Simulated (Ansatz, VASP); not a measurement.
# Two plane-wave programs on CrCoPt2

Contents of INCAR:

```
PREC     = Accurate       # precision mode
ENCUT    = 520            # plane-wave cutoff, eV
EDIFF    = 1E-6           # SCF threshold, eV
ISMEAR   = -1             # smearing method
SIGMA    = 0.05           # smearing width, eV
LREAL    = F              # projectors in reciprocal space
LASPH    = T              # aspherical terms in the spheres
NELM     = 150            # most SCF steps
ALGO     = Normal         # electronic algorithm
ISIF     = 2              # what is computed and relaxed
LWAVE    = F              # write WAVECAR
LCHARG   = F              # write CHGCAR
ISPIN    = 2              # spin polarisation
MAGMOM   = 3 2 0 0        # initial moments
LORBIT   = 11             # projections on sites
LMAXMIX  = 4              # l up to which the mixer works
NBANDS   = 32             # bands
```

KPOINTS

```
regular mesh
0
Gamma
  8 8 8
```

The input POSCAR:

```
CrCoPt2
1.0
    3.4543014239      0.0000000000      0.0000000000
    0.0000000000      3.4543014239      0.0000000000
    0.0000000000      0.0000000000      3.3882726195
Cr Co Pt
1 1 2
Direct
    0.0000000000      0.0000000000      0.0000000000
    0.5000000000      0.5000000000      0.0000000000
    0.0000000000      0.5000000000      0.5000000000
    0.5000000000      0.0000000000      0.5000000000
```

Input for Ansatz:

```yaml
crystal:
  lattice:
    - [3.4543014239, 0.0, 0.0]
    - [0.0, 3.4543014239, 0.0]
    - [0.0, 0.0, 3.3882726195]
  atoms:
    - { symbol: Cr, position: [0.0, 0.0, 0.0], spin: 3.0 }
    - { symbol: Co, position: [0.5, 0.5, 0.0], spin: 2.0 }
    - { symbol: Pt, position: [0.0, 0.5, 0.5] }
    - { symbol: Pt, position: [0.5, 0.0, 0.5] }
magnetization:
  spin_polarized: true
kpoints:
  mp_grid: { grid: [8, 8, 8] }
scf:
  occupations: { method: fermi_dirac, width: 0.05 }
  lower_state_search: "off"
hamiltonian:
  xc: lda
  pseudopotentials: { kind: paw }
output:
  forces: true
  stress: true
  eigenvalues: true
  populations: true
  write_density: true
  write_potential: true
  elf: true
  volumetric_format: npy
```

Change from the starting cell: volume scaled by 0.74, PAW files.

Alike in both runs: task single point; functional LDA; k mesh 8 × 8 × 8; occupations fermi-dirac, width 0.05 eV; collinear spin.

```csv
,VASP,Ansatz
version,VASP 6.6.1,Ansatz 0.2.0
potentials or method,"VASP PAW LDA potentials, release 64 (Cr_pv, Co, Pt)","PAW with Ansatz's default frozen-core files, scalar-relativistic"
plane-wave cutoff (eV),520,420
valence electrons in the cell,41,67
```

```csv
,VASP,Ansatz,Ansatz less VASP
pressure (GPa),116.9,116.1,-0.86
"traceless stress, the component that is largest in VASP (GPa)",-6.93,-6.80,+0.134
net moment per atom (μB),0.34,0.38,+0.038
size of the moment on the site where the two differ most (μB),1.29,1.35,+0.064
```

LDA's correlation is that of Perdew and Zunger in VASP and of Perdew and Wang (1992) in Ansatz. Site moments also hang on the region over which each program counts them. Both programs put the cell under a high pressure, so it lies far from rest at this level. VASP's potentials hold 41 valence electrons a cell and Ansatz's 67, so a difference there can come from the potentials and not from the codes.

Neither program's run includes spin-orbit coupling. Noted on VASP's run: the cell as given lies far from equilibrium.
